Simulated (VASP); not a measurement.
# Al3Ru2 (I4/mmm) in VASP: further runs

Al3Ru2 is run at these levels: PBEsol; tasks: single point.

Everything below comes from runs of VASP 6.6.1. Logs are shortened: lines on timing, memory, paths and dates and some standing lists are left out, and cuts for length are marked.

## Step 1: The cell of the first run

Symmetry: I4/mmm, No. 139, tetragonal system. Conventional cell: a = 3.078 Å, b = 3.078 Å, c = 14.286 Å, α = 90.00°, β = 90.00°, γ = 90.00°. Al (site symmetry 4/mmm) has 8 Ru at 2.65 Å and 6 Al at 2.77 to 3.08 Å within 3.5 Å. Within 3.3 Å of Al (site symmetry 4mm) lie 5 Ru at 2.51 to 2.86 Å and 9 Al at 2.70 to 3.08 Å. Ru (site symmetry 4mm) has 9 Al at 2.51 to 2.86 Å and 5 Ru at 3.02 to 3.08 Å within 3.3 Å.

## Step 2: Single point, PBEsol

File INCAR:

```
PREC = Accurate
ENCUT = 520
EDIFF = 1E-7
ISMEAR = 0
SIGMA = 0.1
LREAL = False
LASPH = True
NELM = 80
ALGO = Normal
ISIF = 2
LWAVE = False
LCHARG = False
GGA = PS
NBANDS = 26
```

File KPOINTS:

```
Automatic mesh
0
Gamma
  8 8 8
```

File POSCAR:

```
Al3Ru2
1.0
   -1.5389008750      1.5389008750      7.1431020300
    1.5389008750     -1.5389008750      7.1431020300
    1.5389008750      1.5389008750     -7.1431020300
Al Ru
3 2
Direct
    0.0000000000      0.0000000000      0.0000000000
    0.8061846200      0.8061846200      0.0000000000
    0.1938153800      0.1938153800      0.0000000000
    0.6058685700      0.6058685700      0.0000000000
    0.3941314300      0.3941314300      0.0000000000
```

Potentials or basis: VASP PAW PBE potentials, release 64 (Al, Ru_pv).

Run with:

```
> cat potpaw_PBE.64/Al/POTCAR potpaw_PBE.64/Ru_pv/POTCAR > POTCAR
> mpirun -np 1 vasp_std > vasp.out
```

OUTCAR:

```text
PREC = Accurate
   ENCUT = 520
   EDIFF = 1E-7
   ISMEAR = 0
   LREAL = False
   LASPH = True
   NELM = 80
   ISIF = 2
   GGA = PS

 ion  position               nearest neighbor table
   1  0.000  0.000  0.000-   5 2.65   4 2.65   4 2.65   4 2.65   4 2.65   5 2.65   5 2.65   5 2.65
                             2 2.77   3 2.77
   2  0.806  0.806  0.000-   5 2.51   5 2.51   5 2.51   5 2.51   3 2.70   3 2.70   3 2.70   3 2.70
                             1 2.77   4 2.86
   3  0.194  0.194  0.000-   4 2.51   4 2.51   4 2.51   4 2.51   2 2.70   2 2.70   2 2.70   2 2.70
                             1 2.77   5 2.86
   4  0.606  0.606  0.000-   3 2.51   3 2.51   3 2.51   3 2.51   1 2.65   1 2.65   1 2.65   1 2.65
                             2 2.86   5 3.02
   5  0.394  0.394  0.000-   2 2.51   2 2.51   2 2.51   2 2.51   1 2.65   1 2.65   1 2.65   1 2.65
                             3 2.86   4 3.02

  LATTYP: Found a body centered tetragonal cell.
 ALAT       =     3.0778017500
 C/A-ratio  =     4.6416907977

  Lattice vectors:

 A1 = (  -1.5389008750,   1.5389008750,   7.1431020300)
 A2 = (   1.5389008750,  -1.5389008750,   7.1431020300)
 A3 = (   1.5389008750,   1.5389008750,  -7.1431020300)

Analysis of symmetry for initial positions (statically):
=====================================================================
 Subroutine PRICEL returns:
 Original cell was already a primitive cell.

 Routine SETGRP: Setting up the symmetry group for a
 body centered tetragonal supercell.

 Subroutine GETGRP returns: Found 16 space group operations
 (whereof 16 operations were pure point group operations)
 out of a pool of 16 trial point group operations.

The static configuration has the point symmetry D_4h.

Analysis of symmetry for dynamics (positions and initial velocities):
=====================================================================
 Subroutine PRICEL returns:
 Original cell was already a primitive cell.

 Routine SETGRP: Setting up the symmetry group for a
 body centered tetragonal supercell.

 Subroutine GETGRP returns: Found 16 space group operations
 (whereof 16 operations were pure point group operations)
 out of a pool of 16 trial point group operations.

The dynamic configuration has the point symmetry D_4h.

 Subroutine INISYM returns: Found 16 space group operations
 (whereof 16 operations are pure point group operations),
 and found     1 'primitive' translations

----------------------------------------------------------------------------------------

                                     Primitive cell

  volume of cell :      67.6656

  direct lattice vectors                    reciprocal lattice vectors
    -1.538900875  1.538900875  7.143102030     0.000000000  0.324907217  0.069997600
     1.538900875 -1.538900875  7.143102030     0.324907217  0.000000000  0.069997600
     1.538900875  1.538900875 -7.143102030     0.324907217  0.324907217  0.000000000

  length of vectors
     7.467284541  7.467284541  7.467284541     0.332361796  0.332361796  0.459488192

  position of ions in fractional coordinates (direct lattice)
     0.000000000  0.000000000  0.000000000
     0.806184620  0.806184620  0.000000000
     0.193815380  0.193815380  0.000000000
     0.605868570  0.605868570  0.000000000
     0.394131430  0.394131430  0.000000000

  ion indices of the primitive-cell ions
   primitive index   ion index
                 1           1
                 2           2
                 3           3
                 4           4
                 5           5

----------------------------------------------------------------------------------------

 KPOINTS: Automatic mesh

Automatic generation of k-mesh.
 Grid dimensions read from file:
 generate k-points for:    8    8    8

 Generating k-lattice:

  Cartesian coordinates                     Fractional coordinates (reciprocal lattice)
     0.000000000  0.040613402  0.008749700     0.125000000  0.000000000  0.000000000
     0.040613402  0.000000000  0.008749700     0.000000000  0.125000000  0.000000000
     0.040613402  0.040613402  0.000000000     0.000000000  0.000000000  0.125000000

  Length of vectors
     0.041545225  0.041545225  0.057436024

  Shift w.r.t. Gamma in fractional coordinates (k-lattice)
     0.000000000  0.000000000  0.000000000

 Subroutine IBZKPT returns following result:
 ===========================================

 Found     59 irreducible k-points:

 Following reciprocal coordinates:
            Coordinates               Weight
  0.000000  0.000000  0.000000      1.000000
  0.125000  0.000000  0.000000      8.000000
  0.250000  0.000000  0.000000      8.000000
  0.375000  0.000000 -0.000000      8.000000
  0.500000  0.000000  0.000000      4.000000
  0.125000  0.125000  0.000000      8.000000
[... 16 lines left out ...]
  0.250000  0.125000  0.125000     16.000000
  0.375000  0.125000  0.125000      8.000000
 [... further k-points ...]
   k-points           NKPTS =     59   k-points in BZ     NKDIM =     59   number of bands    NBANDS=     26
   number of dos      NEDOS =    301   number of ions     NIONS =      5
   total plane-waves  NPLWV = 175616
   dimension x,y,z NGX =    56 NGY =   56 NGZ =   56
   dimension x,y,z NGXF=   112 NGYF=  112 NGZF=  112
   ions per type =               3   2
   NGX,Y,Z   is equivalent  to a cutoff of  12.47, 12.47, 12.47 a.u.
   NGXF,Y,Z  is equivalent  to a cutoff of  24.93, 24.93, 24.93 a.u.
 SYSTEM =  unknown system
   PREC   = accura    normal or accurate (medium, high low for compatibility)
   ISTART =      0    job   : 0-new  1-cont  2-samecut
   ICHARG =      2    charge: 1-file 2-atom 10-const
   ISPIN  =      1    spin polarized calculation?
   LNONCOLLINEAR =      F non collinear calculations
   LSORBIT =      F    spin-orbit coupling
   LASPH  =      T    aspherical Exc in radial PAW
   ENCUT  =  520.0 eV  38.22 Ry    6.18 a.u.  13.88 13.88 13.88*2*pi/ulx,y,z
   NELM   =     80;   NELMIN=  2; NELMDL= -5     # of ELM steps
   EDIFF  = 0.1E-06   stopping-criterion for ELM
   LREAL  =      F    real-space projection
   EDIFFG = 0.1E-05   stopping-criterion for IOM
   NSW    =      0    number of steps for IOM
   IBRION =     -1    ionic relax: 0-MD 1-quasi-New 2-CG
   NFREE  =      0    steps in history (QN), initial steepest desc. (CG)
   ISIF   =      2    stress and relaxation
   ISYM   =      2    0-nonsym 1-usesym 2-fastsym
   POTIM  = 0.5000    time-step for ionic-motion
   TEBEG  =    0.0;   TEEND  =   0.0 temperature during run
   PSTRESS=    0.0 pullay stress
   NELECT =      37.0000    total number of electrons
   NUPDOWN=      -1.0000    fix difference up-down
   EMIN   =  10.00;   EMAX   =-10.00  energy-range for DOS
   EFERMI =   0.00;   METHOD = LEGACY
   ISMEAR =     0;   SIGMA  =   0.10  broadening in eV -4-tet -1-fermi 0-gaus
   EFERMI_NEDOS =   21; number of points for ismear=-14 and -15
   IALGO  =     38    algorithm
   IMIX   =      4    mixing-type and parameters
     AMIX     =   0.40;   BMIX     =  1.00
     AMIX_MAG =   1.60;   BMIX_MAG =  1.00
  volume/ion in A,a.u.               =      13.53        91.33
  Fermi-wavevector in a.u.,A,eV,Ry     =   1.338709  2.529792 24.383552  1.792140
  Thomas-Fermi vector in A             =   2.467158
   LORBIT       =      0    0 simple, 1 ext, 2 COOP (PROOUT), +10 PAW based schemes
   GGA     = PS    functional components
   LHFCALC =     F    Hartree Fock is set to
   AEXX    =    0.0000 exact exchange contribution
   IVDW    =     0    specifies the selected vdW correction
   LEPSILON=     F    determine dielectric tensor
   LRPA    =     F    only Hartree local field effects (RPA)
 non-spin polarized calculation
 Gauss-broadening in eV      SIGMA  =   0.10
  energy-cutoff  :      520.00
  volume of cell :       67.67
 maximum number of plane-waves:      1844
   NGX = 27   NGY = 27   NGZ = 27

 number of electron      37.0000000 magnetization

 Free energy of the ion-electron system (eV)
  ---------------------------------------------------
  ext. energy  EPLUGINS =         0.00000000
  ---------------------------------------------------
  free energy    TOTEN  =       -35.98639492 eV

  energy without entropy =      -35.98077635  energy(sigma->0) =      -35.98358564

 E-fermi :  10.2611     XC(G=0): -12.2903

 val. band max:       10.2079205094   @ k =   0.3750   0.1250   0.1250
 cond. band min:      10.2964914486   @ k =   0.5000   0.5000   0.5000
 fundamental gap:      0.0885709392
 Fermi energy:        10.2610625552

 k-point     1 :       0.0000    0.0000    0.0000
  band No.  band energies     occupation
      1     -31.5117      2.00000
      2     -31.4407      2.00000
      3     -31.4407      2.00000
      4     -31.4328      2.00000
      5     -31.4328      2.00000
      6     -31.4179      2.00000
[... 18 lines left out ...]
     25      16.3834      0.00000
     26      16.5509      0.00000

 k-point     2 :       0.1250    0.0000    0.0000
  band No.  band energies     occupation
      1     -31.5089      2.00000
      2     -31.4641      2.00000
      3     -31.4557      2.00000
      4     -31.4387      2.00000
      5     -31.4308      2.00000
      6     -31.4158      2.00000
[... 18 lines left out ...]
     25      17.0563      0.00000
     26      17.4465      0.00000

 k-point     3 :       0.2500    0.0000    0.0000
  band No.  band energies     occupation
      1     -31.5201      2.00000
      2     -31.5106      2.00000
      3     -31.5022      2.00000
      4     -31.4339      2.00000
      5     -31.4259      2.00000
      6     -31.4108      2.00000
[... 18 lines left out ...]
     25      17.0501      0.00000
     26      18.4187      0.00000

 k-point     4 :       0.3750    0.0000   -0.0000
  band No.  band energies     occupation
      1     -31.5758      2.00000
      2     -31.5651      2.00000
      3     -31.4954      2.00000
      4     -31.4291      2.00000
      5     -31.4211      2.00000
      6     -31.4057      2.00000
[... 18 lines left out ...]
     25      17.7029      0.00000
     26      17.8614      0.00000
[... 496 lines left out ...]
      1     -31.5135      2.00000
      2     -31.5102      2.00000
      3     -31.5039      2.00000
      4     -31.5014      2.00000
      5     -31.4935      2.00000
      6     -31.4036      2.00000
[... 18 lines left out ...]
     25      16.9436      0.00000
     26      18.0977      0.00000

 k-point    23 :       0.2500    0.1250    0.1250
  band No.  band energies     occupation
      1     -31.5665      2.00000
      2     -31.5563      2.00000
      3     -31.5060      2.00000
      4     -31.4969      2.00000
      5     -31.4873      2.00000
      6     -31.3986      2.00000
[... 18 lines left out ...]
     25      16.0885      0.00000
     26      16.8615      0.00000

 k-point    24 :       0.3750    0.1250    0.1250
  band No.  band energies     occupation
      1     -31.5890      2.00000
      2     -31.5784      2.00000
      3     -31.5036      2.00000
      4     -31.4946      2.00000
      5     -31.4847      2.00000
      6     -31.3966      2.00000
[... 18 lines left out ...]
     25      16.4285      0.00000
     26      16.5085      0.00000

 [... further k-points ...]
[... 5 lines left out ...]
  --------------------------------------------------------------------------------------
  -------------------------------------------------------------------------------------
  Total       -0.2768400     -0.2768400     -0.6868848      0.0000000      0.0000000      0.0000000
  in kB       -6.5549787     -6.5549787    -16.2639610      0.0000000      0.0000000      0.0000000
  external PRESSURE =      -9.7913061 kB  Pullay stress =       0.0000000 kB

 VOLUME and BASIS-vectors are now :
 -----------------------------------------------------------------------------
  energy-cutoff  :      520.00
  volume of cell :       67.67
      direct lattice vectors                 reciprocal lattice vectors
    -1.538900875  1.538900875  7.143102030     0.000000000  0.324907217  0.069997600
     1.538900875 -1.538900875  7.143102030     0.324907217  0.000000000  0.069997600
     1.538900875  1.538900875 -7.143102030     0.324907217  0.324907217  0.000000000

 POSITION                                       TOTAL-FORCE (eV/Angst)
 -----------------------------------------------------------------------------------
      0.00000      0.00000      0.00000         0.000000      0.000000     -0.000000
      0.00000      0.00000     11.51732        -0.000000     -0.000000      0.082023
      0.00000      0.00000      2.76889         0.000000      0.000000     -0.082023
      0.00000      0.00000      8.65556         0.000000      0.000000      0.056675
      0.00000      0.00000      5.63064         0.000000      0.000000     -0.056675
 -----------------------------------------------------------------------------------
    total drift:                                0.000000      0.000000     -0.000000

  FREE ENERGIE OF THE ION-ELECTRON SYSTEM (eV)
  ---------------------------------------------------
  free  energy   TOTEN  =       -35.9863949222 eV

  energy  without entropy=      -35.9807763511  energy(sigma->0) =      -35.98358564
```

Wall time 3.8 min (1 thread of AMD EPYC 9R45 (Zen 5), shared host); peak memory 0.41 GiB.

What came out:

```yaml
Free_energy: -35.9864 eV
Pressure: -1.0 GPa
Largest_force: 0.082 eV/Å
```

Forces in eV/Å, atoms in the order of the input:
```
Al   0.000  0.000  0.000
Al   0.000  0.000  0.082
Al   0.000  0.000 -0.082
Ru   0.000  0.000  0.057
Ru   0.000  0.000 -0.057
```

Caveat: the k points lie up to 0.36 Å⁻¹ apart; the PAW data sets were made with another functional, which shifts forces and pressure a little.

(Continued in part 2 of 3.)
